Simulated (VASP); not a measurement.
# Sb (Im-3m) in VASP: a series of runs, part 2 of 2

VASP 6.6.1. Earlier steps stand in the parts before.

### Step 3. Single point, revPBE+D3(BJ)

File INCAR:

```
SYSTEM = Sb
ALGO = Normal
EDIFF = 1E-7
ENCUT = 520
GGA = RE
ISIF = 2
ISMEAR = 1
IVDW = 12
LASPH = .TRUE.
LCHARG = .FALSE.
LREAL = .FALSE.
LWAVE = .FALSE.
NBANDS = 8
NELM = 100
PREC = Accurate
SIGMA = 0.01
```

File KPOINTS:

```
k-points
0
G
  9 9 9
  0 0 0
```

File POSCAR:

```
Sb
1.0
    2.9877880000      0.0000000000      0.0000000000
   -0.9959293021      2.8169135518      0.0000000000
   -0.9959293021     -1.4084567097      2.4395187343
Sb
1
Direct
    0.0000000000      0.0000000000      0.0000000000
```

Potentials or basis: VASP PAW PBE potentials, release 64 (Sb).

Command:

```bash
> cat potpaw_PBE.64/Sb/POTCAR > POTCAR
> mpirun -np 1 vasp_std > vasp.out
```

OUTCAR:

```text
SYSTEM = Sb
   EDIFF = 1E-7
   ENCUT = 520
   GGA = RE
   ISIF = 2
   ISMEAR = 1
   IVDW = 12
   LASPH = .TRUE.
   LREAL = .FALSE.
   NELM = 100
   PREC = Accurate
 IVDW          = 12

 ion  position               nearest neighbor table
   1  0.000  0.000  0.000-

  LATTYP: Found a body centered cubic cell.
 ALAT       =     3.4500004122

  Lattice vectors:

 A1 = (   2.9877880000,   0.0000000000,   0.0000000000)
 A2 = (  -0.9959293021,   2.8169135518,   0.0000000000)
 A3 = (  -0.9959293021,  -1.4084567097,   2.4395187343)

Analysis of symmetry for initial positions (statically):
=====================================================================
 Subroutine PRICEL returns:
 Original cell was already a primitive cell.

 Routine SETGRP: Setting up the symmetry group for a
 body centered cubic supercell.

 Subroutine GETGRP returns: Found 48 space group operations
 (whereof 48 operations were pure point group operations)
 out of a pool of 48 trial point group operations.

The static configuration has the point symmetry O_h .

Analysis of symmetry for dynamics (positions and initial velocities):
=====================================================================
 Subroutine PRICEL returns:
 Original cell was already a primitive cell.

 Routine SETGRP: Setting up the symmetry group for a
 body centered cubic supercell.

 Subroutine GETGRP returns: Found 48 space group operations
 (whereof 48 operations were pure point group operations)
 out of a pool of 48 trial point group operations.

The dynamic configuration has the point symmetry O_h .

 Subroutine INISYM returns: Found 48 space group operations
 (whereof 48 operations are pure point group operations),
 and found     1 'primitive' translations

----------------------------------------------------------------------------------------

                                     Primitive cell

[... 110 lines left out ...]
  Fermi-wavevector in a.u.,A,eV,Ry     =   1.022325  1.931914 14.220109  1.045149
  Thomas-Fermi vector in A             =   2.155998
   LORBIT       =      0    0 simple, 1 ext, 2 COOP (PROOUT), +10 PAW based schemes
   GGA     = RE    functional components
   LHFCALC =     F    Hartree Fock is set to
   AEXX    =    0.0000 exact exchange contribution
   IVDW    =    12    specifies the selected vdW correction
   LEPSILON=     F    determine dielectric tensor
   LRPA    =     F    only Hartree local field effects (RPA)
 non-spin polarized calculation
 Methfessel and Paxton  Order N= 1 SIGMA  =   0.01
  energy-cutoff  :      520.00
  volume of cell :       20.53
 maximum number of plane-waves:       567
 NGX is ok and might be reduce to    24
   NGX = 11   NGY = 11   NGZ = 11

 number of electron       5.0000000 magnetization

 Free energy of the ion-electron system (eV)
  ---------------------------------------------------
  ext. energy  EPLUGINS =         0.00000000
  ---------------------------------------------------
  free energy    TOTEN  =        -3.02166227 eV

  energy without entropy =       -3.02159027  energy(sigma->0) =       -3.02163827

 E-fermi :  12.6033     XC(G=0): -11.4424

 val. band max:       12.6004756117   @ k =   0.2222   0.2222   0.1111
 cond. band min:      12.8310450418   @ k =   0.2222   0.1111   0.1111
 fundamental gap:      0.2305694301
 Fermi energy:        12.6033052680

 k-point     1 :       0.0000    0.0000    0.0000
  band No.  band energies     occupation
      1      -2.7725      2.00000
      2      20.5495      0.00000
      3      20.5495      0.00000
      4      20.5495      0.00000
      5      24.1716      0.00000
      6      24.1716      0.00000
      7      24.1716      0.00000
      8      24.3987      0.00000
[... 243 lines left out ...]
 k-point    24 :      -0.4444   -0.4444    0.1111
  band No.  band energies     occupation
      1       3.9496      2.00000
      2       5.9691      2.00000
      3      11.1848      2.00000
      4      16.5682      0.00000
      5      20.6981      0.00000
      6      22.8392      0.00000
      7      23.3836      0.00000
      8      25.8201      0.00000

 [... further k-points ...]

------------------------ aborting loop because EDIFF is reached ----------------------------------------

 Edisp (eV)   -1.29242

 E8    (eV) :    -0.9258

  FORCE on cell =-STRESS in cart. coord.  units (eV):
  Direction    XX          YY          ZZ          XY          YZ          ZX
  --------------------------------------------------------------------------------------
  -------------------------------------------------------------------------------------
  Total       3.06186     3.06186     3.06186     0.00000     0.00000     0.00000
  in kB     238.92911   238.92911   238.92912     0.00000     0.00001     0.00000
  external pressure =      238.93 kB  Pullay stress =        0.00 kB

 VOLUME and BASIS-vectors are now :
 -----------------------------------------------------------------------------
  energy-cutoff  :      520.00
  volume of cell :       20.53
      direct lattice vectors                 reciprocal lattice vectors
     2.987788000  0.000000000  0.000000000     0.334695768  0.118332820  0.204958449
    -0.995929302  2.816913552  0.000000000     0.000000000  0.354998470  0.204958449
    -0.995929302 -1.408456710  2.439518734     0.000000000  0.000000000  0.409916918

 POSITION                                       TOTAL-FORCE (eV/Angst)
 -----------------------------------------------------------------------------------
      0.00000      0.00000      0.00000        -0.000000      0.000000      0.000000
 -----------------------------------------------------------------------------------
    total drift:                                0.000000      0.000000      0.000000

  FREE ENERGIE OF THE ION-ELECTRON SYSTEM (eV)
  ---------------------------------------------------
  free  energy   TOTEN  =        -4.3140866337 eV

  energy  without entropy=       -4.3140146370  energy(sigma->0) =       -4.31406263
```

Run time: 2.3 s. Hardware: 1 thread of Intel Xeon 6975P-C (Granite Rapids), shared host; peak memory 0.14 GiB.

What came out:

```yaml
Free_energy: -4.3141 eV
Pressure: 23.9 GPa
Dispersion_energy_per_atom: -1.292 eV
```

Caveat: three body term missing; the PAW data sets were made with another functional, which shifts forces and pressure a little; spin-orbit coupling is left out, which moves the levels of the heavy elements; pairwise dispersion overbinds metals, which lowers pressure and volume.

### Step 4. Single point, revPBE+D3(BJ)

This run uses another cell than the first one, of 22.87 Å³/atom, 1.114 times its volume.

Changes to INCAR since step 3:

```diff
@@ -2,3 +2,3 @@
 ALGO = Normal
-EDIFF = 1E-7
+EDIFF = 1E-6
 ENCUT = 520
@@ -13,3 +13,3 @@
 NBANDS = 8
-NELM = 100
+NELM = 80
 PREC = Accurate
```

KPOINTS is that of step 3.

File POSCAR:

```
Sb
1.0
    3.0972177907     -0.0000000171     -0.0000000297
   -1.0324059141      2.9200849426     -0.0000000297
   -1.0324059141     -1.4600424284      2.5288677662
Sb
1
Direct
    0.0000000000      0.0000000000      0.0000000000
```

Command:

```bash
> cat potpaw_PBE.64/Sb/POTCAR > POTCAR
> mpirun -np 1 vasp_std > vasp.out
```

Run time: 2.3 s. Hardware: 1 thread of Intel Xeon 6975P-C (Granite Rapids), shared host; peak memory 0.14 GiB.

The run converged. Its results:

```yaml
Free_energy: -4.5455 eV
Pressure: 9.3 GPa
Dispersion_energy_per_atom: -1.158 eV
```

Levels at points of the mesh, in eV from the Fermi level:
```
           k point  band 1  band 2  band 3  band 4  band 5  band 6  band 7
(0.00, 0.00, 0.00)  -14.40    6.76    6.76    6.76   11.01   11.01   11.01
```

Caveat: three body term missing; the PAW data sets were made with another functional, which shifts forces and pressure a little; spin-orbit coupling is left out, which moves the levels of the heavy elements; pairwise dispersion overbinds metals, which lowers pressure and volume.
